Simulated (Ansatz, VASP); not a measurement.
**As: VASP beside Ansatz**

File INCAR:

```
SYSTEM = As
  PREC = Accurate
  ENCUT = 520
  EDIFF = 1E-6
  ISMEAR = 0
  SIGMA = 0.02
  LREAL = .False.
  LASPH = .True.
  NELM = 120
  ALGO = Normal
  ISIF = 2
  LWAVE = .False.
  LCHARG = .False.
  LDIPOL = .True.
  IDIPOL = 3
  DIPOL = 0.5 0.5 0.500
  NBANDS = 22
  GGA_COMPAT = .False.
  NELMDL = -8
```

The input KPOINTS:

```
regular mesh
0
Gamma
  9 9 1
  0 0 0
```

Contents of POSCAR:

```
As
1.0
    3.2940000000      0.0000000000      0.0000000000
   -1.6470000000      2.8526876801      0.0000000000
    0.0000000000      0.0000000000     28.0000000000
As
2
Direct
    0.3333333333      0.6666666667      0.5211428571
    0.6666666667      0.3333333333      0.4788571429
```

Input for Ansatz:

```yaml
crystal:
  lattice:
    - [3.294, 0.0, 0.0]
    - [-1.647, 2.8526876801, 0.0]
    - [0.0, 0.0, 28.0]
  atoms:
    - { symbol: As, position: [0.3333333333, 0.6666666667, 0.5211428571] }
    - { symbol: As, position: [0.6666666667, 0.3333333333, 0.4788571429] }
  periodic: [true, true, false]
basis:
  ecutwfc: 420
kpoints:
  mp_grid: { grid: [9, 9, 1] }
hamiltonian:
  xc: lda
scf:
  occupations: { method: gaussian, width: 0.02 }
output:
  forces: true
  stress: true
  eigenvalues: true
```

Alike in both runs: task single point; functional LDA; k mesh 9 × 9 × 1; occupations gaussian, width 0.02 eV; no spin polarisation.

```csv
,VASP,Ansatz
version,VASP 6.6.1,Ansatz 0.2.0
potentials or method,"VASP PAW LDA potentials, release 64 (As_d), cutoff 520 eV","scalar-relativistic, plane waves, PAW"
valence electrons in the cell,30,30
```

```csv
,VASP,Ansatz,Ansatz less VASP
gap on the k mesh at the Fermi level (eV),1.72,1.75,+0.030
least direct gap on the mesh (eV),2.04,2.07,+0.033
rms of the force components (eV/Å),2.841,2.778,-0.0628
```

LDA's correlation is that of Perdew and Zunger in VASP and of Perdew and Wang (1992) in Ansatz. Atom by atom the forces differ by 0.063 eV/Å (rms over components).
